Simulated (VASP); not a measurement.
# Sc3Te2 (P-6m2) in VASP: further runs

Runs on Sc3Te2. Level: PBE. Tasks: single point, relaxation of cell and atoms.

Everything below comes from runs of VASP 6.6.1. Logs are shortened: lines on timing, memory, paths and dates and some standing lists are left out, and cuts for length are marked.

### Step 1. The cell of the first run

It takes space group P-6m2 (No. 187, hexagonal). The conventional cell has a = 4.956 Å, b = 4.956 Å, c = 5.996 Å, α = 90.00°, β = 90.00°, γ = 120.00°. Sc (site symmetry 3m) has 5 Sc at 2.85 to 3.20 Å and 6 Te at 3.20 to 3.26 Å within 3.8 Å. Within 3.8 Å of Sc (site symmetry -6m2) lie 5 Te at 2.86 to 3.00 Å and 6 Sc at 3.20 Å. Within 3.9 Å of Te (site symmetry -6m2) lie 8 Sc at 3.00 to 3.26 Å. Within 3.8 Å of Te (site symmetry -6m2) lie 9 Sc at 2.86 to 3.20 Å.

### Step 2. Single point, PBE

Input file INCAR:

```
ALGO = Fast
EDIFF = 1E-6
ENCUT = 520
GGA = PE
ISIF = 2
ISMEAR = 0
LASPH = T
LCHARG = F
LREAL = F
LWAVE = F
NBANDS = 30
NELM = 60
PREC = Accurate
SIGMA = 0.1
```

Input file KPOINTS:

```
k-points
0
Gamma
  12 12 6
```

Input file POSCAR:

```
Sc3Te2
1.0
    4.9563629892      0.0000000000      0.0000000000
   -2.4781814946      4.2923362591      0.0000000000
    0.0000000000      0.0000000000      5.9955416653
Sc Te
3 2
Direct
    0.0000000000      0.0000000000      0.7620260750
    0.0000000000      0.0000000000      0.2379739250
    0.6666666667      0.3333333333      0.0000000000
    0.6666666667      0.3333333333      0.5000000000
    0.3333333333      0.6666666667      0.0000000000
```

Potentials or basis: VASP PAW PBE potentials, release 64 (Sc_sv, Te).

Command:

```bash
> cat potpaw_PBE.64/Sc_sv/POTCAR potpaw_PBE.64/Te/POTCAR > POTCAR
> mpirun -np 1 vasp_std > vasp.out
```

OUTCAR:

```text
EDIFF = 1E-6
   ENCUT = 520
   GGA = PE
   ISIF = 2
   ISMEAR = 0
   LASPH = T
   LREAL = F
   NELM = 60
   PREC = Accurate

 ion  position               nearest neighbor table
   1  0.000  0.000  0.762-   2 2.85   2 3.14   5 3.20   3 3.20   3 3.20   5 3.20   3 3.20   5 3.20
                             4 3.26   4 3.26   4 3.26
   2  0.000  0.000  0.238-   1 2.85   1 3.14   3 3.20   5 3.20   3 3.20   5 3.20   3 3.20   5 3.20
                             4 3.26   4 3.26   4 3.26
   3  0.667  0.333  0.000-   5 2.86   5 2.86   5 2.86   4 3.00   4 3.00   1 3.20   2 3.20   1 3.20
                             2 3.20   1 3.20   2 3.20
   4  0.667  0.333  0.500-   3 3.00   3 3.00   1 3.26   2 3.26   1 3.26   2 3.26   1 3.26   2 3.26

   5  0.333  0.667  0.000-   3 2.86   3 2.86   3 2.86   1 3.20   2 3.20   2 3.20   1 3.20   2 3.20
                             1 3.20

  LATTYP: Found a hexagonal cell.
 ALAT       =     4.9563629892
 C/A-ratio  =     1.2096655710

  Lattice vectors:

 A1 = (   4.9563629892,   0.0000000000,   0.0000000000)
 A2 = (  -2.4781814946,   4.2923362591,   0.0000000000)
 A3 = (   0.0000000000,   0.0000000000,   5.9955416653)

Analysis of symmetry for initial positions (statically):
=====================================================================
 Subroutine PRICEL returns:
 Original cell was already a primitive cell.

 Routine SETGRP: Setting up the symmetry group for a
 hexagonal supercell.

 Subroutine GETGRP returns: Found 12 space group operations
 (whereof 12 operations were pure point group operations)
 out of a pool of 24 trial point group operations.

The static configuration has the point symmetry D_3h.

Analysis of symmetry for dynamics (positions and initial velocities):
=====================================================================
 Subroutine PRICEL returns:
 Original cell was already a primitive cell.

 Routine SETGRP: Setting up the symmetry group for a
 hexagonal supercell.

 Subroutine GETGRP returns: Found 12 space group operations
 (whereof 12 operations were pure point group operations)
 out of a pool of 24 trial point group operations.

The dynamic configuration has the point symmetry D_3h.

 Subroutine INISYM returns: Found 12 space group operations
 (whereof 12 operations are pure point group operations),
 and found     1 'primitive' translations

----------------------------------------------------------------------------------------

                                     Primitive cell

  volume of cell :     127.5514

  direct lattice vectors                    reciprocal lattice vectors
     4.956362989  0.000000000  0.000000000     0.201760848  0.116486680  0.000000000
    -2.478181495  4.292336259  0.000000000     0.000000000  0.232973360  0.000000000
     0.000000000  0.000000000  5.995541665     0.000000000  0.000000000  0.166790601

  length of vectors
     4.956362989  4.956362989  5.995541665     0.232973360  0.232973360  0.166790601

  position of ions in fractional coordinates (direct lattice)
     0.000000000  0.000000000  0.762026075
     0.000000000  0.000000000  0.237973925
     0.666666667  0.333333333  0.000000000
     0.666666667  0.333333333  0.500000000
     0.333333333  0.666666667  0.000000000

  ion indices of the primitive-cell ions
   primitive index   ion index
                 1           1
                 2           2
                 3           3
                 4           4
                 5           5

----------------------------------------------------------------------------------------

 KPOINTS: k-points

Automatic generation of k-mesh.
 Grid dimensions read from file:
 generate k-points for:   12   12    6

 Generating k-lattice:

  Cartesian coordinates                     Fractional coordinates (reciprocal lattice)
     0.016813404  0.009707223  0.000000000     0.083333333 -0.000000000  0.000000000
     0.000000000  0.019414447  0.000000000     0.000000000  0.083333333  0.000000000
     0.000000000  0.000000000  0.027798434     0.000000000  0.000000000  0.166666667

  Length of vectors
     0.019414447  0.019414447  0.027798434

  Shift w.r.t. Gamma in fractional coordinates (k-lattice)
     0.000000000  0.000000000  0.000000000

 Subroutine IBZKPT returns following result:
 ===========================================

 Found     76 irreducible k-points:

 Following reciprocal coordinates:
            Coordinates               Weight
  0.000000  0.000000  0.000000      1.000000
  0.083333  0.000000  0.000000      6.000000
  0.166667  0.000000  0.000000      6.000000
  0.250000  0.000000  0.000000      6.000000
  0.333333  0.000000  0.000000      6.000000
  0.416667  0.000000  0.000000      6.000000
[... 16 lines left out ...]
  0.250000  0.000000  0.166667     12.000000
  0.333333  0.000000  0.166667     12.000000
 [... further k-points ...]
   k-points           NKPTS =     76   k-points in BZ     NKDIM =     76   number of bands    NBANDS=     30
   number of dos      NEDOS =    301   number of ions     NIONS =      5
   total plane-waves  NPLWV =  76800
   dimension x,y,z NGX =    40 NGY =   40 NGZ =   48
   dimension x,y,z NGXF=    80 NGYF=   80 NGZF=   96
   ions per type =               3   2
   NGX,Y,Z   is equivalent  to a cutoff of  13.42, 13.42, 13.31 a.u.
   NGXF,Y,Z  is equivalent  to a cutoff of  26.83, 26.83, 26.62 a.u.
 SYSTEM =  unknown system
   PREC   = accura    normal or accurate (medium, high low for compatibility)
   ISTART =      0    job   : 0-new  1-cont  2-samecut
   ICHARG =      2    charge: 1-file 2-atom 10-const
   ISPIN  =      1    spin polarized calculation?
   LNONCOLLINEAR =      F non collinear calculations
   LSORBIT =      F    spin-orbit coupling
   LASPH  =      T    aspherical Exc in radial PAW
   ENCUT  =  520.0 eV  38.22 Ry    6.18 a.u.   9.22  9.22 11.15*2*pi/ulx,y,z
   NELM   =     60;   NELMIN=  2; NELMDL= -5     # of ELM steps
   EDIFF  = 0.1E-05   stopping-criterion for ELM
   LREAL  =      F    real-space projection
   EDIFFG = 0.1E-04   stopping-criterion for IOM
   NSW    =      0    number of steps for IOM
   IBRION =     -1    ionic relax: 0-MD 1-quasi-New 2-CG
   NFREE  =      0    steps in history (QN), initial steepest desc. (CG)
   ISIF   =      2    stress and relaxation
   ISYM   =      2    0-nonsym 1-usesym 2-fastsym
   POTIM  = 0.5000    time-step for ionic-motion
   TEBEG  =    0.0;   TEEND  =   0.0 temperature during run
   PSTRESS=    0.0 pullay stress
   NELECT =      45.0000    total number of electrons
   NUPDOWN=      -1.0000    fix difference up-down
   EMIN   =  10.00;   EMAX   =-10.00  energy-range for DOS
   EFERMI =   0.00;   METHOD = LEGACY
   ISMEAR =     0;   SIGMA  =   0.10  broadening in eV -4-tet -1-fermi 0-gaus
   EFERMI_NEDOS =   21; number of points for ismear=-14 and -15
   IALGO  =     68    algorithm
   IMIX   =      4    mixing-type and parameters
     AMIX     =   0.40;   BMIX     =  1.00
     AMIX_MAG =   1.60;   BMIX_MAG =  1.00
  volume/ion in A,a.u.               =      25.51       172.15
  Fermi-wavevector in a.u.,A,eV,Ry     =   1.156779  2.185996 18.206483  1.338139
  Thomas-Fermi vector in A             =   2.293397
   LORBIT       =      0    0 simple, 1 ext, 2 COOP (PROOUT), +10 PAW based schemes
   GGA     = PE    functional components
   LHFCALC =     F    Hartree Fock is set to
   AEXX    =    0.0000 exact exchange contribution
   IVDW    =     0    specifies the selected vdW correction
   LEPSILON=     F    determine dielectric tensor
   LRPA    =     F    only Hartree local field effects (RPA)
 non-spin polarized calculation
 RMM-DIIS sequential band-by-band and
 Gauss-broadening in eV      SIGMA  =   0.10
  energy-cutoff  :      520.00
  volume of cell :      127.55
 maximum number of plane-waves:      3462
 NGX is ok and might be reduce to    40
   NGX = 19   NGY = 19   NGZ = 23

 number of electron      45.0000006 magnetization

 Free energy of the ion-electron system (eV)
  ---------------------------------------------------
  ext. energy  EPLUGINS =         0.00000000
  ---------------------------------------------------
  free energy    TOTEN  =       -28.30962443 eV

  energy without entropy =      -28.27809915  energy(sigma->0) =      -28.29386179

 E-fermi :   6.3627     XC(G=0):  -9.8370

 val. band max:        6.3587946435   @ k =   0.1667   0.0833   0.3333
 cond. band min:       6.3635491386   @ k =   0.5000   0.0000   0.3333
 fundamental gap:      0.0047544950
 Fermi energy:         6.3626504160

 k-point     1 :       0.0000    0.0000    0.0000
  band No.  band energies     occupation
      1     -43.4193      2.00000
      2     -43.3551      2.00000
      3     -42.9563      2.00000
      4     -22.2612      2.00000
      5     -22.1342      2.00000
      6     -22.1342      2.00000
[... 22 lines left out ...]
     29       8.9276      0.00000
     30       8.9406      0.00000

 k-point     2 :       0.0833    0.0000    0.0000
  band No.  band energies     occupation
      1     -43.4192      2.00000
      2     -43.3551      2.00000
      3     -42.9564      2.00000
      4     -22.2619      2.00000
      5     -22.1349      2.00000
      6     -22.1339      2.00000
[... 22 lines left out ...]
     29       8.9247      0.00000
     30       9.0043      0.00000

 k-point     3 :       0.1667    0.0000    0.0000
  band No.  band energies     occupation
      1     -43.4189      2.00000
      2     -43.3550      2.00000
      3     -42.9566      2.00000
      4     -22.2637      2.00000
      5     -22.1368      2.00000
      6     -22.1330      2.00000
[... 22 lines left out ...]
     29       8.7495      0.00000
     30       8.9924      0.00000

 k-point     4 :       0.2500    0.0000    0.0000
  band No.  band energies     occupation
      1     -43.4185      2.00000
      2     -43.3550      2.00000
      3     -42.9570      2.00000
      4     -22.2661      2.00000
      5     -22.1394      2.00000
      6     -22.1320      2.00000
[... 616 lines left out ...]
     29       8.7818      0.00000
     30       8.8884      0.00000

 k-point    23 :       0.2500    0.0000    0.1667
  band No.  band energies     occupation
      1     -43.4154      2.00000
      2     -43.3582      2.00000
      3     -42.9570      2.00000
      4     -22.2389      2.00000
      5     -22.1359      2.00000
      6     -22.1287      2.00000
[... 22 lines left out ...]
     29       8.5325      0.00000
     30       8.8257      0.00000

 k-point    24 :       0.3333    0.0000    0.1667
  band No.  band energies     occupation
      1     -43.4150      2.00000
      2     -43.3582      2.00000
      3     -42.9573      2.00000
      4     -22.2413      2.00000
      5     -22.1384      2.00000
      6     -22.1280      2.00000
[... 22 lines left out ...]
     29       8.3436      0.00000
     30       8.4105      0.00000

 [... further k-points ...]

------------------------ aborting loop because EDIFF is reached ----------------------------------------

  FORCE on cell =-STRESS in cart. coord.  units (eV):
  Direction    XX          YY          ZZ          XY          YZ          ZX
  --------------------------------------------------------------------------------------
  -------------------------------------------------------------------------------------
  Total        0.0503139      0.0503139      0.0725876      0.0000000      0.0000000      0.0000000
  in kB        0.6319939      0.6319939      0.9117747      0.0000000      0.0000000      0.0000000
  external PRESSURE =       0.7252542 kB  Pullay stress =       0.0000000 kB

 VOLUME and BASIS-vectors are now :
 -----------------------------------------------------------------------------
  energy-cutoff  :      520.00
  volume of cell :      127.55
      direct lattice vectors                 reciprocal lattice vectors
     4.956362989  0.000000000  0.000000000     0.201760848  0.116486680  0.000000000
    -2.478181495  4.292336259  0.000000000     0.000000000  0.232973360  0.000000000
     0.000000000  0.000000000  5.995541665     0.000000000  0.000000000  0.166790601

 POSITION                                       TOTAL-FORCE (eV/Angst)
 -----------------------------------------------------------------------------------
      0.00000      0.00000      4.56876         0.000000      0.000000     -0.003254
      0.00000      0.00000      1.42678         0.000000      0.000000      0.003254
      2.47818      1.43078      0.00000        -0.000000      0.000000      0.000000
      2.47818      1.43078      2.99777         0.000000     -0.000000      0.000000
     -0.00000      2.86156      0.00000         0.000000      0.000000      0.000000
 -----------------------------------------------------------------------------------
    total drift:                               -0.000000      0.000000      0.000000

  FREE ENERGIE OF THE ION-ELECTRON SYSTEM (eV)
  ---------------------------------------------------
  free  energy   TOTEN  =       -28.3096244323 eV

  energy  without entropy=      -28.2780991508  energy(sigma->0) =      -28.29386179
```

It took 5.7 min on 1 thread of Oxide Virtual Turin-like, shared host; peak memory 0.39 GiB.

What came out:

* Free energy: -28.3096 eV
* Pressure: 0.1 GPa
* Largest force: 0.003 eV/Å

Forces on the atoms (eV/Å):
```
Sc   0.000  0.000 -0.003
Sc   0.000  0.000  0.003
Sc   0.000  0.000  0.000
Te   0.000  0.000  0.000
Te   0.000  0.000  0.000
```

Levels at points of the mesh, in eV from the Fermi level:
```
           k point  band 19  band 20  band 21  band 22  band 23  band 24  band 25  band 26
(0.00, 0.00, 0.00)    -2.79    -1.48    -1.26    -0.43    -0.43    -0.34    -0.34     0.65
(0.50, 0.00, 0.00)    -3.56    -3.19    -1.44    -0.12     0.11     0.23     0.45     1.12
(0.00, 0.00, 0.50)    -3.35    -3.35    -0.22    -0.22    -0.10     0.28     0.35     0.35
(0.50, 0.00, 0.50)    -3.53    -2.56    -0.72     0.06     0.52     0.70     0.77     0.96
```

Caveat: spin-orbit coupling is left out, which moves the levels of the heavy elements.

[end of part 1 of 2]
